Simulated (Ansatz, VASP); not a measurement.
## TiAl in VASP and in Ansatz

INCAR

```
PREC = Accurate ; ENCUT = 520
EDIFF = 1E-6 ; ISMEAR = 0
SIGMA = 0.15 ; LREAL = F
LASPH = T ; NELM = 80
ALGO = Fast ; ISIF = 2
LWAVE = F ; LCHARG = T
GGA = PS ; LELF = T
LVHAR = T ; NBANDS = 14
```

Contents of KPOINTS:

```
Automatic mesh
0
Gamma
  16 16 16
```

File POSCAR:

```
TiAl
1.0
    3.0396811467      0.0000000000      0.0000000000
    0.0000000000      3.0396811467      0.0000000000
    0.0000000000      0.0000000000      3.4932015738
Ti Al
1 1
Direct
    0.0000000000      0.0000000000      0.0000000000
    0.5000000000      0.5000000000      0.5000000000
```

Input for Ansatz:

```yaml
crystal:
  lattice:
    - [3.0396811467, 0.0, 0.0]
    - [0.0, 3.0396811467, 0.0]
    - [0.0, 0.0, 3.4932015738]
  atoms:
    - { symbol: Ti, position: [0.0, 0.0, 0.0] }
    - { symbol: Al, position: [0.5, 0.5, 0.5] }
basis:
  ecutwfc: 520.0
kpoints:
  mp_grid: { grid: [16, 16, 16] }
hamiltonian:
  xc: pbesol
  pseudopotentials: { kind: paw, azcp: { folder: soft_1 } }
scf:
  occupations: { method: gaussian, width: 0.15 }
output:
  forces: true
  stress: true
  eigenvalues: true
```

Alike in both runs: task single point; functional PBEsol; k mesh 16 × 16 × 16; occupations gaussian, width 0.15 eV; no spin polarisation.

|  | VASP | Ansatz |
| --- | --- | --- |
| version | VASP 6.6.1 | Ansatz 0.2.0 |
| potentials or method | VASP PAW PBE potentials, release 64 (Ti_sv, Al), cutoff 520 eV | scalar-relativistic, plane waves, PAW |
| valence electrons in the cell | 15 | 15 |

Ansatz gave:

```
gap on the k mesh at the Fermi level (eV)                     : none
pressure (GPa)                                                : -2.8
traceless stress, the component that is largest in VASP (GPa) : 5.89
```

**Question.** Estimate VASP's values.

**Answer.** gap on the k mesh at the Fermi level (eV): none; pressure (GPa): -2.7; traceless stress, the component that is largest in VASP (GPa): 5.88.

VASP's potentials were made for PBE, not for PBEsol, and Ansatz warns of the same on its side. A gap of «none» marks a metal or a gap that the smearing closes.
